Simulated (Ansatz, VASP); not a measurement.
AgPd2 in VASP and in Ansatz

The input INCAR:

```
SYSTEM = AgPd2
ALGO = Fast
EDIFF = 1E-6
EDIFFG = -0.01
ENCUT = 600
GGA = PE
IBRION = 2
ISIF = 3
ISMEAR = 0
LASPH = .TRUE.
LCHARG = .FALSE.
LREAL = .FALSE.
LWAVE = .FALSE.
NELM = 60
NSW = 100
PREC = Accurate
SIGMA = 0.1
```

The input KPOINTS:

```
k-points
0
G
  20 20 20
  0 0 0
```

Contents of POSCAR:

```
AgPd2
1.0
   -1.6498155454      1.6498155454      4.4804241317
    1.6498155454     -1.6498155454      4.4804241317
    1.6498155454      1.6498155454     -4.4804241317
Ag Pd
1 2
Direct
    0.0000000000      0.0000000000      0.0000000000
    0.6700356131      0.6700356131      0.0000000000
    0.3299643869      0.3299643869      0.0000000000
```

Input for Ansatz:

```yaml
crystal:
  lattice:
    - [-1.6498155454, 1.6498155454, 4.4804241317]
    - [1.6498155454, -1.6498155454, 4.4804241317]
    - [1.6498155454, 1.6498155454, -4.4804241317]
  atoms:
    - { symbol: Ag, position: [0.0, 0.0, 0.0] }
    - { symbol: Pd, position: [0.6700356131, 0.6700356131, 0.0] }
    - { symbol: Pd, position: [0.3299643869, 0.3299643869, 0.0] }
basis:
  ecutwfc: 420
kpoints:
  mp_grid: { grid: [20, 20, 20] }
hamiltonian:
  xc: pbe
scf:
  occupations: { method: gaussian, width: 0.1 }
output:
  forces: true
  stress: true
  eigenvalues: true
relax:
  adjacent_minimum: "off"
  f_tol: 0.01
  max_steps: 80
  cell: { stress_tol: 0.05 }
```

Alike in both runs: task relaxation of cell and atoms; functional PBE; k mesh 20 × 20 × 20; occupations gaussian, width 0.1 eV; no spin polarisation.

|  | VASP | Ansatz |
| --- | --- | --- |
| version | VASP 6.6.1 | Ansatz 0.2.0 |
| potentials or method | VASP PAW PBE potentials, release 64 (Ag, Pd), cutoff 600 eV | scalar-relativistic, plane waves, PAW |
| valence electrons in the cell | 31 | 55 |

Ansatz gave:

- gap on the k mesh at the Fermi level, each at its own relaxed structure (eV): none
- relaxed volume (Å³/atom): 16.26
- relaxed cell length with the largest relative difference (Å): 5.052

Question: Which values does VASP return?

Answer: gap on the k mesh at the Fermi level, each at its own relaxed structure (eV): none; relaxed volume (Å³/atom): 16.23; relaxed cell length with the largest relative difference (Å): 5.048.

A gap of «none» marks a metal or a gap that the smearing closes. VASP's potentials hold 31 valence electrons a cell and Ansatz's 55, so a difference there can come from the potentials and not from the codes.
